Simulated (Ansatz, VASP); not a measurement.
## One calculation of Bi, two programs

```xyz
2
Lattice="0.0000 3.6012 3.6012 3.6012 0.0000 3.6012 3.6012 3.6012 0.0000" Properties=species:S:1:pos:R:3 pbc="T T T"
Bi    0.9003    0.9003    0.9003
Bi    6.3021    6.3021    6.3021
```

Alike in both runs: task single point; functional LDA; k mesh 9 × 9 × 9; occupations fermi-dirac, width 0.1 eV; no spin polarisation.

|  | VASP | Ansatz |
| --- | --- | --- |
| version | VASP 6.6.1 | Ansatz 0.2.0 |
| potentials or method | VASP PAW LDA potentials, release 64 (Bi_d), cutoff 520 eV | plane waves (420 eV) with PAW, scalar-relativistic |
| valence electrons in the cell | 30 | 30 |

```tsv
	VASP	Ansatz	Ansatz less VASP
pressure (GPa)	-1.3	-1.3	-0.07
```

Ansatz warns that its potentials were made for another functional, while VASP's fit it. LDA's correlation is that of Perdew and Zunger in VASP and of Perdew and Wang (1992) in Ansatz.

Spin-orbit coupling is off throughout.
